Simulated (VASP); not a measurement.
The system is Sc3AlP.

```xyz
5
Lattice="4.4124 0.0000 0.0000 0.0000 4.4124 0.0000 0.0000 0.0000 4.4124" Properties=species:S:1:pos:R:3 pbc="T T T"
Sc    2.2062    2.2062    0.0000
Sc    0.0000    2.2062    2.2062
Sc    2.2062    0.0000    2.2062
Al    2.2062    2.2062    2.2062
P     0.0000    0.0000    0.0000
```

```yaml
Program: VASP 6.6.1
Task: relaxation of cell and atoms
Functional: PBE
Potentials_or_basis: VASP PAW PBE potentials, release 64 (Sc_sv, Al, P)
Cutoff: 600 eV
k_mesh: 4 × 4 × 4
Occupations: gaussian, width 0.1 eV
Spin: no spin polarisation
```

At the start: pressure 34.7 GPa; volume 17.18 Å³/atom.

Problem. Where does the relaxation end?

Solution. Over 4 steps the energy falls by 657.5 meV/atom and the volume is 25.11 Å³/atom (+46.2 %); space group Pm-3m (No. 221, to 0.05 Å).

Step by step:
```tsv
step	energy change (eV)	largest force (eV/Å)	pressure (GPa)	volume (Å³)
1	0.0000	0.0000	34.72	85.91
2	-3.0375	0.0000	-4.68	141.01
3	-3.2870	0.0000	0.27	124.70
4	-3.2875	0.0000	-0.08	125.57
```

Final structure:
```cif
data_structure
_symmetry_space_group_name_H-M 'P 1'
_symmetry_Int_Tables_number 1
_cell_length_a 5.0076
_cell_length_b 5.0076
_cell_length_c 5.0076
_cell_angle_alpha 90.000
_cell_angle_beta 90.000
_cell_angle_gamma 90.000
_cell_volume 125.57
loop_
_atom_site_label
_atom_site_type_symbol
_atom_site_fract_x
_atom_site_fract_y
_atom_site_fract_z
_atom_site_occupancy
Sc1 Sc 0.50000 0.50000 0.00000 1
Sc2 Sc 0.00000 0.50000 0.50000 1
Sc3 Sc 0.50000 0.00000 0.50000 1
Al1 Al 0.50000 0.50000 0.50000 1
P1 P 0.00000 0.00000 0.00000 1
```

Caveat: the volume moved by over 15 % at a fixed basis, so the end points are rough.
